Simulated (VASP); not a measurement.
# Ru (P6_3/mmc) in VASP: notebook

Runs on Ru. Level: LDA. Tasks: single point, relaxation of cell and atoms.

All numbers are computed with VASP 6.6.1; they aren't measurements. Logs are shortened: lines on timing, memory, paths and dates and some standing lists are left out, and cuts for length are marked.

## 1. The cell of the first run

The structure is hexagonal, space group P6_3/mmc (No. 194). Conventional cell: a = 2.678 Å, b = 2.678 Å, c = 4.218 Å, α = 90.00°, β = 90.00°, γ = 120.00°. Within 3.4 Å of Ru (site symmetry -6m2) lie 12 Ru at 2.61 to 2.68 Å.

## 2. Single point, LDA

File INCAR:

```
ALGO = Normal ; EDIFF = 1E-6
ENCUT = 520 ; GGA = CA
ISIF = 2 ; ISMEAR = -1
LASPH = T ; LCHARG = F
LREAL = F ; LWAVE = F
NBANDS = 21 ; NELM = 100
PREC = Accurate ; SIGMA = 0.01
```

File KPOINTS:

```
k-points
0
Gamma
  13 13 8
```

File POSCAR:

```
Ru
1.0
    2.6775346364      0.0000000000      0.0000000000
   -1.3387673182      2.3188130146      0.0000000000
    0.0000000000      0.0000000000      4.2181251212
Ru
2
Direct
    0.3333333333      0.6666666667      0.2500000000
    0.6666666667      0.3333333333      0.7500000000
```

Potentials or basis: VASP PAW LDA potentials, release 64 (Ru_pv).

Launch:

```
> cat potpaw_LDA.64/Ru_pv/POTCAR > POTCAR
> mpirun -np 1 vasp_std > vasp.out
```

OUTCAR:

```text
EDIFF = 1E-6
   ENCUT = 520
   GGA = CA
   ISIF = 2
   ISMEAR = -1
   LASPH = T
   LREAL = F
   NELM = 100
   PREC = Accurate

 ion  position               nearest neighbor table
   1  0.333  0.667  0.250-   2 2.61   2 2.61   2 2.61   2 2.61   2 2.61   2 2.61
   2  0.667  0.333  0.750-   1 2.61   1 2.61   1 2.61   1 2.61   1 2.61   1 2.61

  LATTYP: Found a hexagonal cell.
 ALAT       =     2.6775346364
 C/A-ratio  =     1.5753764914

  Lattice vectors:

 A1 = (   2.6775346364,   0.0000000000,   0.0000000000)
 A2 = (  -1.3387673182,   2.3188130146,   0.0000000000)
 A3 = (   0.0000000000,   0.0000000000,   4.2181251212)

Analysis of symmetry for initial positions (statically):
=====================================================================
 Subroutine PRICEL returns:
 Original cell was already a primitive cell.

 Routine SETGRP: Setting up the symmetry group for a
 hexagonal supercell.

 Subroutine GETGRP returns: Found 24 space group operations
 (whereof 12 operations were pure point group operations)
 out of a pool of 24 trial point group operations.

The static configuration has the point symmetry D_3d.
 The point group associated with its full space group is D_6h.

Analysis of symmetry for dynamics (positions and initial velocities):
=====================================================================
 Subroutine PRICEL returns:
 Original cell was already a primitive cell.

 Routine SETGRP: Setting up the symmetry group for a
 hexagonal supercell.

 Subroutine GETGRP returns: Found 24 space group operations
 (whereof 12 operations were pure point group operations)
 out of a pool of 24 trial point group operations.

The dynamic configuration has the point symmetry D_3d.
 The point group associated with its full space group is D_6h.

 Subroutine INISYM returns: Found 24 space group operations
 (whereof 12 operations are pure point group operations),
 and found     1 'primitive' translations

----------------------------------------------------------------------------------------

                                     Primitive cell

  volume of cell :      26.1891

  direct lattice vectors                    reciprocal lattice vectors
     2.677534636  0.000000000  0.000000000     0.373477895  0.215627563  0.000000000
    -1.338767318  2.318813015  0.000000000     0.000000000  0.431255127  0.000000000
     0.000000000  0.000000000  4.218125121     0.000000000  0.000000000  0.237072152

  length of vectors
     2.677534636  2.677534636  4.218125121     0.431255127  0.431255127  0.237072152

  position of ions in fractional coordinates (direct lattice)
     0.333333333  0.666666667  0.250000000
     0.666666667  0.333333333  0.750000000

  ion indices of the primitive-cell ions
   primitive index   ion index
                 1           1
                 2           2

----------------------------------------------------------------------------------------

 KPOINTS: k-points

Automatic generation of k-mesh.
 Grid dimensions read from file:
 generate k-points for:   13   13    8

 Generating k-lattice:

  Cartesian coordinates                     Fractional coordinates (reciprocal lattice)
     0.028729069  0.016586736  0.000000000     0.076923077  0.000000000  0.000000000
     0.000000000  0.033173471  0.000000000     0.000000000  0.076923077  0.000000000
     0.000000000  0.000000000  0.029634019     0.000000000  0.000000000  0.125000000

  Length of vectors
     0.033173471  0.033173471  0.029634019

  Shift w.r.t. Gamma in fractional coordinates (k-lattice)
     0.000000000  0.000000000  0.000000000

 Subroutine IBZKPT returns following result:
 ===========================================

 Found    105 irreducible k-points:

 Following reciprocal coordinates:
            Coordinates               Weight
  0.000000  0.000000  0.000000      1.000000
  0.076923  0.000000  0.000000      6.000000
  0.153846  0.000000  0.000000      6.000000
  0.230769  0.000000  0.000000      6.000000
  0.307692  0.000000  0.000000      6.000000
  0.384615  0.000000  0.000000      6.000000
[... 16 lines left out ...]
  0.076923  0.000000  0.125000     12.000000
  0.153846  0.000000  0.125000     12.000000
 [... further k-points ...]
   k-points           NKPTS =    105   k-points in BZ     NKDIM =    105   number of bands    NBANDS=     21
   number of dos      NEDOS =    301   number of ions     NIONS =      2
   total plane-waves  NPLWV =  12800
   dimension x,y,z NGX =    20 NGY =   20 NGZ =   32
   dimension x,y,z NGXF=    40 NGYF=   40 NGZF=   64
   ions per type =               2
   NGX,Y,Z   is equivalent  to a cutoff of  12.42, 12.42, 12.61 a.u.
   NGXF,Y,Z  is equivalent  to a cutoff of  24.84, 24.84, 25.22 a.u.
 SYSTEM =  unknown system
   PREC   = accura    normal or accurate (medium, high low for compatibility)
   ISTART =      0    job   : 0-new  1-cont  2-samecut
   ICHARG =      2    charge: 1-file 2-atom 10-const
   ISPIN  =      1    spin polarized calculation?
   LNONCOLLINEAR =      F non collinear calculations
   LSORBIT =      F    spin-orbit coupling
   LASPH  =      T    aspherical Exc in radial PAW
   ENCUT  =  520.0 eV  38.22 Ry    6.18 a.u.   4.98  4.98  7.84*2*pi/ulx,y,z
   NELM   =    100;   NELMIN=  2; NELMDL= -5     # of ELM steps
   EDIFF  = 0.1E-05   stopping-criterion for ELM
   LREAL  =      F    real-space projection
   EDIFFG = 0.1E-04   stopping-criterion for IOM
   NSW    =      0    number of steps for IOM
   IBRION =     -1    ionic relax: 0-MD 1-quasi-New 2-CG
   NFREE  =      0    steps in history (QN), initial steepest desc. (CG)
   ISIF   =      2    stress and relaxation
   ISYM   =      2    0-nonsym 1-usesym 2-fastsym
   POTIM  = 0.5000    time-step for ionic-motion
   TEBEG  =    0.0;   TEEND  =   0.0 temperature during run
   PSTRESS=    0.0 pullay stress
   NELECT =      28.0000    total number of electrons
   NUPDOWN=      -1.0000    fix difference up-down
   EMIN   =  10.00;   EMAX   =-10.00  energy-range for DOS
   EFERMI =   0.00;   METHOD = LEGACY
   ISMEAR =    -1;   SIGMA  =   0.01  broadening in eV -4-tet -1-fermi 0-gaus
   EFERMI_NEDOS =   21; number of points for ismear=-14 and -15
   IALGO  =     38    algorithm
   IMIX   =      4    mixing-type and parameters
     AMIX     =   0.40;   BMIX     =  1.00
     AMIX_MAG =   1.60;   BMIX_MAG =  1.00
  volume/ion in A,a.u.               =      13.09        88.37
  Fermi-wavevector in a.u.,A,eV,Ry     =   1.673995  3.163391 38.127038  2.802258
  Thomas-Fermi vector in A             =   2.758868
   LORBIT       =      0    0 simple, 1 ext, 2 COOP (PROOUT), +10 PAW based schemes
   GGA     = CA    functional components
   LHFCALC =     F    Hartree Fock is set to
   AEXX    =    0.0000 exact exchange contribution
   IVDW    =     0    specifies the selected vdW correction
   LEPSILON=     F    determine dielectric tensor
   LRPA    =     F    only Hartree local field effects (RPA)
 non-spin polarized calculation
  energy-cutoff  :      520.00
  volume of cell :       26.19
 maximum number of plane-waves:       724
 NGX is ok and might be reduce to    20
   NGX =  9   NGY =  9   NGZ = 15

 number of electron      27.9999992 magnetization

 Free energy of the ion-electron system (eV)
  ---------------------------------------------------
  ext. energy  EPLUGINS =         0.00000000
  ---------------------------------------------------
  free energy    TOTEN  =       -21.38955172 eV

  energy without entropy =      -21.38908963  energy(sigma->0) =      -21.38932068

 E-fermi :  13.4269     XC(G=0): -14.6040

 val. band max:       13.4223197566   @ k =   0.0769   0.0000   0.3750
 cond. band min:      13.4513489087   @ k =   0.3077   0.1538   0.2500
 fundamental gap:      0.0290291521
 Fermi energy:        13.4268545492

 k-point     1 :       0.0000    0.0000    0.0000
  band No.  band energies     occupation
      1     -30.2461      2.00000
      2     -29.1757      2.00000
      3     -29.1757      2.00000
      4     -28.9779      2.00000
      5     -28.9779      2.00000
      6     -28.9254      2.00000
[... 13 lines left out ...]
     20      23.3085      0.00000
     21      24.1675      0.00000

 k-point     2 :       0.0769    0.0000    0.0000
  band No.  band energies     occupation
      1     -30.2230      2.00000
      2     -29.2244      2.00000
      3     -29.1922      2.00000
      4     -29.0288      2.00000
      5     -28.9843      2.00000
      6     -28.9364      2.00000
[... 13 lines left out ...]
     20      23.3084      0.00000
     21      24.1337      0.00000

 k-point     3 :       0.1538    0.0000    0.0000
  band No.  band energies     occupation
      1     -30.1564      2.00000
      2     -29.3594      2.00000
      3     -29.2368      2.00000
      4     -29.1671      2.00000
      5     -29.0032      2.00000
      6     -28.9693      2.00000
[... 13 lines left out ...]
     20      23.3083      0.00000
     21      24.0157      0.00000

 k-point     4 :       0.2308    0.0000    0.0000
  band No.  band energies     occupation
      1     -30.0541      2.00000
      2     -29.5496      2.00000
      3     -29.3557      2.00000
      4     -29.2970      2.00000
      5     -29.0320      2.00000
      6     -29.0240      2.00000
[... 13 lines left out ...]
     20      23.3082      0.00000
     21      23.8241      0.00000

 k-point     5 :       0.3077    0.0000    0.0000
  band No.  band energies     occupation
      1     -29.9289      2.00000
      2     -29.7513      2.00000
      3     -29.5484      2.00000
      4     -29.3586      2.00000
      5     -29.0983      2.00000
      6     -29.0642      2.00000
[... 13 lines left out ...]
     20      23.3081      0.00000
     21      23.6141      0.00000
[... 382 lines left out ...]
     20      23.3091      0.00000
     21      23.3093      0.00000

 k-point    22 :       0.0000    0.0000    0.1250
  band No.  band energies     occupation
      1     -30.1986      2.00000
      2     -29.1682      2.00000
      3     -29.1682      2.00000
      4     -28.9855      2.00000
      5     -28.9855      2.00000
      6     -28.9789      2.00000
[... 13 lines left out ...]
     20      23.3083      0.00000
     21      24.9360      0.00000

 k-point    23 :       0.0769    0.0000    0.1250
  band No.  band energies     occupation
      1     -30.1780      2.00000
      2     -29.2157      2.00000
      3     -29.1844      2.00000
      4     -29.0567      2.00000
      5     -28.9923      2.00000
      6     -28.9677      2.00000
[... 13 lines left out ...]
     20      23.3084      0.00000
     21      24.9225      0.00000

 k-point    24 :       0.1538    0.0000    0.1250
  band No.  band energies     occupation
      1     -30.1193      2.00000
      2     -29.3467      2.00000
      3     -29.2280      2.00000
      4     -29.2011      2.00000
      5     -29.0123      2.00000
      6     -28.9890      2.00000
[... 13 lines left out ...]
     20      23.3083      0.00000
     21      24.8817      0.00000

 [... further k-points ...]

------------------------ aborting loop because EDIFF is reached ----------------------------------------

  FORCE on cell =-STRESS in cart. coord.  units (eV):
  Direction    XX          YY          ZZ          XY          YZ          ZX
  --------------------------------------------------------------------------------------
  -------------------------------------------------------------------------------------
  Total        0.1521400      0.1521400      0.0596963     -0.0000000      0.0000000      0.0000000
  in kB        9.3075170      9.3075170      3.6520603     -0.0000000      0.0000000      0.0000000
  external PRESSURE =       7.4223648 kB  Pullay stress =       0.0000000 kB

 VOLUME and BASIS-vectors are now :
 -----------------------------------------------------------------------------
  energy-cutoff  :      520.00
  volume of cell :       26.19
      direct lattice vectors                 reciprocal lattice vectors
     2.677534636  0.000000000  0.000000000     0.373477895  0.215627563  0.000000000
    -1.338767318  2.318813015  0.000000000     0.000000000  0.431255127  0.000000000
     0.000000000  0.000000000  4.218125121     0.000000000  0.000000000  0.237072152

 POSITION                                       TOTAL-FORCE (eV/Angst)
 -----------------------------------------------------------------------------------
     -0.00000      1.54588      1.05453        -0.000000      0.000000      0.000000
      1.33877      0.77294      3.16359         0.000000      0.000000      0.000000
 -----------------------------------------------------------------------------------
    total drift:                               -0.000000      0.000000     -0.000000

  FREE ENERGIE OF THE ION-ELECTRON SYSTEM (eV)
  ---------------------------------------------------
  free  energy   TOTEN  =       -21.3895517209 eV

  energy  without entropy=      -21.3890896302  energy(sigma->0) =      -21.38932068
```

It took 15 s on 1 thread of Intel Xeon 6975P-C (Granite Rapids), shared host; peak memory 0.16 GiB.

What came out:

```
Free energy            : -21.3896 eV
Pressure               : 0.7 GPa
Band gap on the k mesh : zero (bands 14 and 15 overlap by 3.28 eV)
```

Levels at points of the mesh, in eV from the Fermi level:
```csv
k point,band 10,band 11,band 12,band 13,band 14,band 15,band 16,band 17,band 18,band 19
"(0.00, 0.00, 0.00)",-2.82,-2.59,-2.09,-2.09,-1.56,-1.56,1.21,1.21,1.34,9.87
"(0.00, 0.00, 0.50)",-3.01,-3.01,-3.01,-2.87,-2.87,0.54,0.54,0.54,0.54,9.88
```

## 3. Single point, LDA

File INCAR:

```
SYSTEM = Ru
ALGO = Normal ; EDIFF = 1E-6
ENCUT = 520 ; GGA = CA
ISIF = 2 ; ISMEAR = -1
LASPH = .True. ; LCHARG = .False.
LREAL = .False. ; LWAVE = .False.
NBANDS = 21 ; NELM = 100
PREC = Accurate ; SIGMA = 0.03
```

File KPOINTS:

```
k-points
0
Gamma
  13 13 8
  0 0 0
```

POSCAR is that of step 2.

Potentials or basis: VASP PAW LDA potentials, release 64 (Ru_pv).

Launch:

```
> cat potpaw_LDA.64/Ru_pv/POTCAR > POTCAR
> mpirun -np 1 vasp_std > vasp.out
```

OUTCAR:

```text
SYSTEM = Ru
   EDIFF = 1E-6
   ENCUT = 520
   GGA = CA
   ISIF = 2
   ISMEAR = -1
   LASPH = .True.
   LREAL = .False.
   NELM = 100
   PREC = Accurate

 ion  position               nearest neighbor table
   1  0.333  0.667  0.250-   2 2.61   2 2.61   2 2.61   2 2.61   2 2.61   2 2.61
   2  0.667  0.333  0.750-   1 2.61   1 2.61   1 2.61   1 2.61   1 2.61   1 2.61

  LATTYP: Found a hexagonal cell.
 ALAT       =     2.6775346364
 C/A-ratio  =     1.5753764914

  Lattice vectors:

 A1 = (   2.6775346364,   0.0000000000,   0.0000000000)
[... 190 lines left out ...]
      3     -29.1750      2.00000
      4     -28.9773      2.00000
      5     -28.9773      2.00000
      6     -28.9238      2.00000
[... 565 lines left out ...]
     20      23.3103      0.00000
     21      24.8822      0.00000

 [... further k-points ...]
[... 5 lines left out ...]
  --------------------------------------------------------------------------------------
  -------------------------------------------------------------------------------------
  Total        0.1481322      0.1481322      0.0700127      0.0000000      0.0000000      0.0000000
  in kB        9.0623265      9.0623265      4.2831874      0.0000000      0.0000000      0.0000000
  external PRESSURE =       7.4692801 kB  Pullay stress =       0.0000000 kB

 VOLUME and BASIS-vectors are now :
 -----------------------------------------------------------------------------
  energy-cutoff  :      520.00
  volume of cell :       26.19
      direct lattice vectors                 reciprocal lattice vectors
     2.677534636  0.000000000  0.000000000     0.373477895  0.215627563  0.000000000
    -1.338767318  2.318813015  0.000000000     0.000000000  0.431255127  0.000000000
     0.000000000  0.000000000  4.218125121     0.000000000  0.000000000  0.237072152

 POSITION                                       TOTAL-FORCE (eV/Angst)
 -----------------------------------------------------------------------------------
     -0.00000      1.54588      1.05453        -0.000000     -0.000000      0.000000
      1.33877      0.77294      3.16359         0.000000      0.000000      0.000000
 -----------------------------------------------------------------------------------
    total drift:                               -0.000000      0.000000     -0.000000

  FREE ENERGIE OF THE ION-ELECTRON SYSTEM (eV)
  ---------------------------------------------------
  free  energy   TOTEN  =       -21.3912413085 eV

  energy  without entropy=      -21.3872687585  energy(sigma->0) =      -21.38925503
```

OSZICAR:

```text
N       E                     dE             d eps       ncg     rms          rms(c)
DAV:   1     0.286388391623E+03    0.28639E+03   -0.17439E+04  4410   0.149E+03
DAV:   2    -0.168964234801E+02   -0.30328E+03   -0.29376E+03  4515   0.448E+02
DAV:   3    -0.228032359306E+02   -0.59068E+01   -0.58776E+01  5230   0.704E+01
DAV:   4    -0.228468905448E+02   -0.43655E-01   -0.43595E-01  5460   0.580E+00
DAV:   5    -0.228473323998E+02   -0.44186E-03   -0.43901E-03  5028   0.542E-01    0.201E+01
DAV:   6    -0.214954177158E+02    0.13519E+01   -0.30394E+00  5060   0.168E+01    0.550E+00
DAV:   7    -0.214028613870E+02    0.92556E-01   -0.42329E-01  5050   0.469E+00    0.118E+00
DAV:   8    -0.213915838819E+02    0.11278E-01   -0.17997E-02  4765   0.128E+00    0.301E-01
DAV:   9    -0.213912185720E+02    0.36531E-03   -0.48431E-04  5075   0.232E-01    0.274E-02
DAV:  10    -0.213912416423E+02   -0.23070E-04   -0.16881E-05  4895   0.416E-02    0.856E-03
DAV:  11    -0.213912413085E+02    0.33380E-06   -0.42565E-06  4969   0.202E-02
   1 F= -.21391241E+02 E0= -.21389255E+02  d E =-.397255E-02
```

Run time: 15 s. Hardware: 1 thread of Intel Xeon 6975P-C (Granite Rapids), shared host; peak memory 0.16 GiB.

Results:

| Property | Result |
| --- | --- |
| Free energy | -21.3912 eV |
| Pressure | 0.7 GPa |
| Band gap on the k mesh | zero (bands 14 and 15 overlap by 3.28 eV) |

## 4. Single point, LDA

File INCAR:

```
PREC = Accurate
ENCUT = 520
EDIFF = 1E-7
ISMEAR = -1
SIGMA = 0.2
LREAL = False
LASPH = True
NELM = 80
ALGO = Normal
ISIF = 2
LWAVE = False
LCHARG = True
LELF = True
LVHAR = True
NBANDS = 21
```

File KPOINTS:

```
Automatic mesh
0
Gamma
  13 13 8
```

POSCAR is that of step 3.

Launch:

```
> cat potpaw_LDA.64/Ru_pv/POTCAR > POTCAR
> mpirun -np 1 vasp_std > vasp.out
```

Wall time 17 s (1 thread of Intel Xeon 6975P-C (Granite Rapids), shared host); peak memory 0.16 GiB.

Results (log left out):

* Free energy: -21.4931 eV
* Pressure: 1.8 GPa
* Band gap on the k mesh: zero (bands 14 and 15 overlap by 3.29 eV)

Stress tensor (GPa, compression positive):
```
1.41 0.00 0.00
0.00 1.41 0.00
0.00 0.00 2.52
```

Levels at points of the mesh, in eV from the Fermi level:
```tsv
k point	band 10	band 11	band 12	band 13	band 14	band 15	band 16	band 17	band 18	band 19
(0.00, 0.00, 0.00)	-2.79	-2.55	-2.05	-2.05	-1.53	-1.53	1.24	1.24	1.36	9.92
(0.00, 0.00, 0.50)	-2.97	-2.97	-2.97	-2.84	-2.84	0.57	0.57	0.57	0.57	9.93
```

(Continued in part 2 of 2.)

The gap in the log of VASP goes by the Fermi energy; the results here count the filled bands.